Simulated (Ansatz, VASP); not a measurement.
# One calculation of GaOsC4N4, two programs

The input INCAR:

```
SYSTEM = GaOsC4N4
  ALGO = Normal
  EDIFF = 1E-7
  ENCUT = 520
  GGA = PE
  ISIF = 2
  ISMEAR = 0
  ISPIN = 2
  LASPH = .True.
  LCHARG = .False.
  LMAXMIX = 4
  LORBIT = 11
  LREAL = .False.
  LWAVE = .False.
  MAGMOM = 0 1 0 0 0 0 0 0 0 0
  NBANDS = 44
  NELM = 150
  PREC = Accurate
  SIGMA = 0.1
```

KPOINTS

```
k-points
0
Gamma
  4 4 4
  0 0 0
```

File POSCAR:

```
GaOsC4N4
1.0
    5.8323924200      0.0000000000      0.0000000000
    0.0000000000      5.8323924200      0.0000000000
    0.0000000000      0.0000000000      5.8323924200
Ga Os C N
1 1 4 4
Direct
    0.0000000000      0.0000000000      0.0000000000
    0.5000000000      0.5000000000      0.5000000000
    0.1876856100      0.1876856100      0.1876856100
    0.1876856100      0.8123143900      0.8123143900
    0.8123143900      0.1876856100      0.8123143900
    0.8123143900      0.8123143900      0.1876856100
    0.3035042600      0.3035042600      0.3035042600
    0.3035042600      0.6964957400      0.6964957400
    0.6964957400      0.3035042600      0.6964957400
    0.6964957400      0.6964957400      0.3035042600
```

Input for Ansatz:

```yaml
crystal:
  lattice:
    - [5.83239242, 0.0, 0.0]
    - [0.0, 5.83239242, 0.0]
    - [0.0, 0.0, 5.83239242]
  atoms:
    - { symbol: Ga, position: [0.0, 0.0, 0.0] }
    - { symbol: Os, position: [0.5, 0.5, 0.5], spin: 1.0 }
    - { symbol: C, position: [0.18768561, 0.18768561, 0.18768561] }
    - { symbol: C, position: [0.18768561, 0.81231439, 0.81231439] }
    - { symbol: C, position: [0.81231439, 0.18768561, 0.81231439] }
    - { symbol: C, position: [0.81231439, 0.81231439, 0.18768561] }
    - { symbol: "N", position: [0.30350426, 0.30350426, 0.30350426] }
    - { symbol: "N", position: [0.30350426, 0.69649574, 0.69649574] }
    - { symbol: "N", position: [0.69649574, 0.30350426, 0.69649574] }
    - { symbol: "N", position: [0.69649574, 0.69649574, 0.30350426] }
basis:
  ecutwfc: 420
kpoints:
  mp_grid: { grid: [4, 4, 4] }
hamiltonian:
  xc: pbe
scf:
  occupations: { method: gaussian, width: 0.1 }
  lower_state_search: "off"
output:
  forces: true
  stress: true
  eigenvalues: true
  populations: true
magnetization:
  spin_polarized: true
```

Alike in both runs: task single point; functional PBE; k mesh 4 × 4 × 4; occupations gaussian, width 0.1 eV; collinear spin.

```csv
,VASP,Ansatz
version,VASP 6.6.1,Ansatz 0.2.0
potentials or method,"VASP PAW PBE potentials, release 64 (Ga_d, Os, C, N), cutoff 520 eV","scalar-relativistic, plane waves, PAW"
valence electrons in the cell,57,65
```

```tsv
	VASP	Ansatz	Ansatz less VASP
gap on the k mesh at the Fermi level (eV)	0.32	0.32	-0.003
least direct gap on the mesh (eV)	0.74	0.74	-0.002
pressure (GPa)	3.4	3.0	-0.43
rms of the force components (eV/Å)	0.365	0.346	-0.0192
net moment per atom (μB)	0.30	0.30	0.000
size of the moment on the site where the two differ most (μB)	1.76	1.00	-0.758
```

Site moments also hang on the region over which each program counts them. Atom by atom the forces differ by 0.161 eV/Å (rms over components). VASP's potentials hold 57 valence electrons a cell and Ansatz's 65, so a difference there can come from the potentials and not from the codes.

Spin-orbit coupling is off throughout. Noted on VASP's run: the standard files for N, O and F lose accuracy on very short bonds.
